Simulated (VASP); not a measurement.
Ga, 2 atoms in the cell. It takes space group C2/c (No. 15, monoclinic). The conventional cell has a = 2.713 Å, b = 7.846 Å, c = 3.273 Å, α = 90.00°, β = 94.09°, γ = 90.00°. Within 3.5 Å of Ga (site symmetry 2) lie 10 Ga at 2.66 to 3.27 Å. 

| Property | Result |
| --- | --- |
| Program | VASP 6.6.1 |
| Task | relaxation of shape and atoms at fixed volume |
| Functional | PBEsol |
| Potentials or basis | VASP PAW PBE potentials, release 64 (Ga_d) |
| Cutoff | 600 eV |
| k mesh | 16 × 16 × 12 |
| Occupations | gaussian, width 0.1 eV |
| Spin | no spin polarisation |
| Dipole correction | no |
| Further INCAR settings | ALGO = Fast; EDIFF = 1e-06; IBRION = 2; EDIFFG = -0.01; NSW = 50; ISIF = 4 |

Potentials or basis: VASP PAW PBE potentials, release 64 (Ga_d).

The run is started by

```bash
$ cat potpaw_PBE.64/Ga_d/POTCAR > POTCAR
$ mpirun -np 1 vasp_std > vasp.out
```

Hardware: 1 thread of Oxide Virtual Turin-like Processor (shared host).

Task: Estimate the wall time of this run.

Result: Run time: 37 min on 1 thread of Oxide Virtual Turin-like Processor, with other jobs on the host, peak memory 0.57 GiB. Counts: scf iterations 22, k points 826, ion steps 3.
